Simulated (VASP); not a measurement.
# Li (Fm-3m) in VASP: a series of runs, part 2 of 2

VASP 6.6.1.

**4. Relaxation of cell and atoms, PBEsol+D3(BJ)**

Contents of INCAR:

```
SYSTEM = Li
ALGO = Normal
EDIFF = 1E-6
EDIFFG = -0.1
ENCUT = 600
GGA = PS
IBRION = 2
ISIF = 3
ISMEAR = -1
IVDW = 12
LASPH = .True.
LCHARG = .False.
LREAL = .False.
LWAVE = .False.
NELM = 80
NSW = 80
PREC = Accurate
SIGMA = 0.1
```

Contents of KPOINTS:

```
k-points
0
Gamma
  5 5 5
  0 0 0
```

Contents of POSCAR:

```
Li
1.0
    0.0000000000      2.2020000000      2.2020000000
    2.2020000000      0.0000000000      2.2020000000
    2.2020000000      2.2020000000      0.0000000000
Li
1
Direct
    0.0000000000      0.0000000000      0.0000000000
```

Potentials or basis: VASP PAW PBE potentials, release 64 (Li_sv).

The run is started by

```sh
cat potpaw_PBE.64/Li_sv/POTCAR > POTCAR
mpirun -np 1 vasp_std > vasp.out
```

OUTCAR:

```text
SYSTEM = Li
   EDIFF = 1E-6
   EDIFFG = -0.1
   ENCUT = 600
   GGA = PS
   IBRION = 2
   ISIF = 3
   ISMEAR = -1
   IVDW = 12
   LASPH = .True.
   LREAL = .False.
   NELM = 80
   NSW = 80
   PREC = Accurate
 IVDW          = 12

 ion  position               nearest neighbor table
   1  0.000  0.000  0.000-

  LATTYP: Found a face centered cubic cell.
 ALAT       =     4.4040000000

  Lattice vectors:

 A1 = (   0.0000000000,   2.2020000000,   2.2020000000)
 A2 = (   2.2020000000,   0.0000000000,   2.2020000000)
 A3 = (   2.2020000000,   2.2020000000,   0.0000000000)

Analysis of symmetry for initial positions (statically):
=====================================================================
 Subroutine PRICEL returns:
 Original cell was already a primitive cell.

 Routine SETGRP: Setting up the symmetry group for a
 face centered cubic supercell.

 Subroutine GETGRP returns: Found 48 space group operations
 (whereof 48 operations were pure point group operations)
 out of a pool of 48 trial point group operations.

The static configuration has the point symmetry O_h .

Analysis of symmetry for dynamics (positions and initial velocities):
=====================================================================
 Subroutine PRICEL returns:
 Original cell was already a primitive cell.

 Routine SETGRP: Setting up the symmetry group for a
 face centered cubic supercell.

 Subroutine GETGRP returns: Found 48 space group operations
 (whereof 48 operations were pure point group operations)
 out of a pool of 48 trial point group operations.

The dynamic configuration has the point symmetry O_h .

 Subroutine INISYM returns: Found 48 space group operations
 (whereof 48 operations are pure point group operations),
 and found     1 'primitive' translations

----------------------------------------------------------------------------------------

                                     Primitive cell

  volume of cell :      21.3541

  direct lattice vectors                    reciprocal lattice vectors
     0.000000000  2.202000000  2.202000000    -0.227066303  0.227066303  0.227066303
     2.202000000  0.000000000  2.202000000     0.227066303 -0.227066303  0.227066303
     2.202000000  2.202000000  0.000000000     0.227066303  0.227066303 -0.227066303

  length of vectors
     3.114098264  3.114098264  3.114098264     0.393290374  0.393290374  0.393290374

  position of ions in fractional coordinates (direct lattice)
     0.000000000  0.000000000  0.000000000

  ion indices of the primitive-cell ions
   primitive index   ion index
                 1           1

----------------------------------------------------------------------------------------

 KPOINTS: k-points

Automatic generation of k-mesh.
 Grid dimensions read from file:
 generate k-points for:    5    5    5

 Generating k-lattice:

  Cartesian coordinates                     Fractional coordinates (reciprocal lattice)
    -0.045413261  0.045413261  0.045413261     0.200000000  0.000000000  0.000000000
     0.045413261 -0.045413261  0.045413261     0.000000000  0.200000000  0.000000000
     0.045413261  0.045413261 -0.045413261     0.000000000  0.000000000  0.200000000

  Length of vectors
     0.078658075  0.078658075  0.078658075

  Shift w.r.t. Gamma in fractional coordinates (k-lattice)
     0.000000000  0.000000000  0.000000000

 Subroutine IBZKPT returns following result:
 ===========================================

 Found     10 irreducible k-points:

 Following reciprocal coordinates:
            Coordinates               Weight
  0.000000  0.000000  0.000000      1.000000
  0.200000  0.000000  0.000000      8.000000
  0.400000  0.000000  0.000000      8.000000
  0.200000  0.200000  0.000000      6.000000
  0.400000  0.200000  0.000000     24.000000
 -0.400000  0.200000  0.000000     24.000000
 -0.200000  0.200000  0.000000     12.000000
  0.400000  0.400000  0.000000      6.000000
 -0.400000  0.400000  0.000000     12.000000
 -0.400000  0.400000  0.200000     24.000000
   k-points           NKPTS =     10   k-points in BZ     NKDIM =     10   number of bands    NBANDS=      5
   number of dos      NEDOS =    301   number of ions     NIONS =      1
   total plane-waves  NPLWV =  21952
   dimension x,y,z NGX =    28 NGY =   28 NGZ =   28
   dimension x,y,z NGXF=    56 NGYF=   56 NGZF=   56
   ions per type =               1
   NGX,Y,Z   is equivalent  to a cutoff of  14.95, 14.95, 14.95 a.u.
   NGXF,Y,Z  is equivalent  to a cutoff of  29.90, 29.90, 29.90 a.u.
 SYSTEM =  Li
   PREC   = accura    normal or accurate (medium, high low for compatibility)
   ISTART =      0    job   : 0-new  1-cont  2-samecut
   ICHARG =      2    charge: 1-file 2-atom 10-const
   ISPIN  =      1    spin polarized calculation?
   LNONCOLLINEAR =      F non collinear calculations
   LSORBIT =      F    spin-orbit coupling
   LASPH  =      T    aspherical Exc in radial PAW
   ENCUT  =  600.0 eV  44.10 Ry    6.64 a.u.   6.22  6.22  6.22*2*pi/ulx,y,z
   NELM   =     80;   NELMIN=  2; NELMDL= -5     # of ELM steps
   EDIFF  = 0.1E-05   stopping-criterion for ELM
   LREAL  =      F    real-space projection
   EDIFFG = -.1E+00   stopping-criterion for IOM
   NSW    =     80    number of steps for IOM
   IBRION =      2    ionic relax: 0-MD 1-quasi-New 2-CG
   NFREE  =      1    steps in history (QN), initial steepest desc. (CG)
   ISIF   =      3    stress and relaxation
   ISYM   =      2    0-nonsym 1-usesym 2-fastsym
   POTIM  = 0.5000    time-step for ionic-motion
   TEBEG  =    0.0;   TEEND  =   0.0 temperature during run
   PSTRESS=    0.0 pullay stress
   NELECT =       3.0000    total number of electrons
   NUPDOWN=      -1.0000    fix difference up-down
   EMIN   =  10.00;   EMAX   =-10.00  energy-range for DOS
   EFERMI =   0.00;   METHOD = LEGACY
   ISMEAR =    -1;   SIGMA  =   0.10  broadening in eV -4-tet -1-fermi 0-gaus
   EFERMI_NEDOS =   21; number of points for ismear=-14 and -15
   IALGO  =     38    algorithm
   IMIX   =      4    mixing-type and parameters
     AMIX     =   0.40;   BMIX     =  1.00
     AMIX_MAG =   1.60;   BMIX_MAG =  1.00
  volume/ion in A,a.u.               =      21.35       144.10
  Fermi-wavevector in a.u.,A,eV,Ry     =   0.851049  1.608250  9.854489  0.724285
  Thomas-Fermi vector in A             =   1.967122
   LORBIT       =      0    0 simple, 1 ext, 2 COOP (PROOUT), +10 PAW based schemes
   GGA     = PS    functional components
   LHFCALC =     F    Hartree Fock is set to
   AEXX    =    0.0000 exact exchange contribution
   IVDW    =    12    specifies the selected vdW correction
   LEPSILON=     F    determine dielectric tensor
   LRPA    =     F    only Hartree local field effects (RPA)
 conjugate gradient relaxation of ions
 non-spin polarized calculation
  energy-cutoff  :      600.00
  volume of cell :       21.35
 maximum number of plane-waves:       728
 NGX is ok and might be reduce to    28
   NGX = 13   NGY = 13   NGZ = 13

--------------------------------------- Ionic step        1  -------------------------------------------

 number of electron       2.9999998 magnetization

 Free energy of the ion-electron system (eV)
  ---------------------------------------------------
  ext. energy  EPLUGINS =         0.00000000
  ---------------------------------------------------
  free energy    TOTEN  =        -2.01879307 eV

  energy without entropy =       -2.00911231  energy(sigma->0) =       -2.01395269

------------------------ aborting loop because EDIFF is reached ----------------------------------------

 Edisp (eV)   -0.14110

 E8    (eV) :    -0.0902

  FORCE on cell =-STRESS in cart. coord.  units (eV):
  Direction    XX          YY          ZZ          XY          YZ          ZX
  --------------------------------------------------------------------------------------
  -------------------------------------------------------------------------------------
  Total      -0.27068    -0.27068    -0.27068     0.00000    -0.00000     0.00000
  in kB     -20.30894   -20.30894   -20.30894     0.00000    -0.00000     0.00000
  external pressure =      -20.31 kB  Pullay stress =        0.00 kB
[... 59 lines left out ...]
  energy  without entropy=       -2.1597029439  energy(sigma->0) =       -2.16458257

--------------------------------------- Ionic step        3  -------------------------------------------

 number of electron       3.0000002 magnetization

 Free energy of the ion-electron system (eV)
  ---------------------------------------------------
  ext. energy  EPLUGINS =         0.00000000
  ---------------------------------------------------
  free energy    TOTEN  =        -2.02050184 eV

  energy without entropy =       -2.01050030  energy(sigma->0) =       -2.01550107

 E-fermi :   1.1433     XC(G=0):  -7.2204

 val. band max:        1.1374422640   @ k =   0.4000   0.4000   0.0000
 cond. band min:       1.5480748855   @ k =  -0.4000   0.2000   0.0000
 fundamental gap:      0.4106326215
 Fermi energy:         1.1432794111

 k-point     1 :       0.0000    0.0000    0.0000
  band No.  band energies     occupation
      1     -44.8994      2.00000
      2      -2.8040      2.00000
      3      16.0736      0.00000
      4      16.0736      0.00000
      5      16.0737      0.00000

 k-point     2 :       0.2000    0.0000    0.0000
  band No.  band energies     occupation
      1     -44.8902      2.00000
      2      -2.0698      2.00000
      3      10.8941      0.00000
      4      15.0068      0.00000
      5      15.0068      0.00000
[... 94 lines left out ...]
  FREE ENERGIE OF THE ION-ELECTRON SYSTEM (eV)
  ---------------------------------------------------
  free  energy   TOTEN  =        -2.1827362157 eV

  energy  without entropy=       -2.1727346723  energy(sigma->0) =       -2.17773544

 reached required accuracy - stopping structural energy minimisation
```

CONTCAR:

```text
Li
   1.00000000000000
    -0.0000000000000000    2.1060529851680365    2.1060529851680365
     2.1060529851680365   -0.0000000000000000    2.1060529851680365
     2.1060529851680365    2.1060529851680365   -0.0000000000000000
  Li
     1
Direct
     0.0000000000000000    0.0000000000000000    0.0000000000000000

  0.00000000E+00  0.00000000E+00  0.00000000E+00
```

It took 3.3 s on 1 thread of AMD EPYC 9R45 (Zen 5), shared host; peak memory 0.12 GiB.

Results:

* Free energy: -2.1827 eV
* Relaxed volume: 18.68 Å³/atom
* Relaxed cell: a = 2.978 Å, b = 2.978 Å, c = 2.978 Å, α = 60.00°, β = 60.00°, γ = 60.00°
* Space group after relaxing (to 0.05 Å): Fm-3m (No. 225)
* Energy gained by relaxing: 22.8 meV/atom
* Ionic steps: 3
* Pressure after relaxing: -0.5 GPa
* Dispersion energy per atom: -0.162 eV

Step by step:
```csv
step,energy change (eV),largest force (eV/Å),pressure (GPa),volume (Å³)
1,0.0000,0.0000,-2.03,21.35
2,-0.0096,0.0000,-1.67,20.53
3,-0.0228,0.0000,-0.54,18.68
```

Final structure:
```
CELL_PARAMETERS angstrom
0.00000 2.10605 2.10605
2.10605 0.00000 2.10605
2.10605 2.10605 0.00000
ATOMIC_POSITIONS crystal
Li 0.00000 0.00000 0.00000
```

Caveat: the k points lie up to 0.52 Å⁻¹ apart in the final cell; the cutoff is under 1.25 times the usual one of these potentials, so pressure, stress and relaxed cells hold a basis-set (Pulay) error; the PAW data sets were made with another functional, which shifts forces and pressure a little; the volume moved by -13 % from the deposited cell, more than functionals usually miss; pairwise dispersion overbinds metals, which lowers pressure and volume.

**5. Summary**

| level | potentials or basis | gap on the mesh (eV) | pressure (GPa) | relaxed volume (Å³/atom) |
| --- | --- | --- | --- | --- |
| BLYP+D3(BJ) | VASP PAW PBE potentials, release 64 (Li_sv) | none | -0.4 | 15.79 |
| LDA | VASP PAW LDA potentials, release 64 (Li_sv) | none | -0.4 | 19.05 |
| PBEsol+D3(BJ) | VASP PAW PBE potentials, release 64 (Li_sv) | none | -0.5 | - |

Alike in all rows: task relaxation of cell and atoms; no spin polarisation; cell relaxed; k mesh 5 × 5 × 5; cutoff (eV) 600; smearing fermi-dirac 0.1 eV.

Caveats: all runs use coarse meshes; the cutoff is under 1.25 times the usual one of these potentials, so pressure, stress and relaxed cells hold a basis-set (Pulay) error; the PAW data sets were made with another functional, which shifts forces and pressure a little (some runs); pairwise dispersion overbinds metals, which lowers pressure and volume (some runs); the volume moved by over 15 % at a fixed basis, so the end points are rough (some runs); the volume moved by -26 % from the deposited cell, more than functionals usually miss (some runs); the volume moved by -11 % from the deposited cell, more than functionals usually miss (some runs); the volume moved by -13 % from the deposited cell, more than functionals usually miss (some runs).

Absolute energies hang on the potentials; compare differences alone.
